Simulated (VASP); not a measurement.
Input of a VASP 6.6.1 run:

Contents of INCAR:

```
SYSTEM = Al
PREC = Accurate
ENCUT = 520
EDIFF = 1E-6
ISMEAR = 0
SIGMA = 0.15
LREAL = .FALSE.
LASPH = .TRUE.
NELM = 60
ALGO = Normal
ISIF = 2
LWAVE = .FALSE.
LCHARG = .TRUE.
GGA = PS
LELF = .TRUE.
LVHAR = .TRUE.
NBANDS = 10
```

KPOINTS

```
Automatic mesh
0
G
  18 18 10
  0 0 0
```

File POSCAR:

```
Al
1.0
    2.8496988417      0.0000000000      0.0000000000
   -1.4248494208      2.4679115900      0.0000000000
    0.0000000000      0.0000000000      5.0094000000
Al
2
Direct
    0.6666666667      0.3333333333      0.7500000000
    0.3333333333      0.6666666667      0.2500000000
```

Potentials or basis: VASP PAW PBE potentials, release 64 (Al).

Launch:

```bash
$ cat potpaw_PBE.64/Al/POTCAR > POTCAR
$ mpirun -np 1 vasp_std > vasp.out
```

Q: What does it give for the band gap on the k mesh?

A: Zero (band 3 reaches 10.75 eV, above the bottom of band 4 at 4.29 eV).

Q: Estimate the pressure.

A: -4.7 GPa.

Stress tensor (GPa, compression positive):
```
-3.96  0.00  0.00
 0.00 -3.96  0.00
 0.00  0.00 -6.21
```

Caveat: the PAW data sets were made with another functional, which shifts forces and pressure a little.
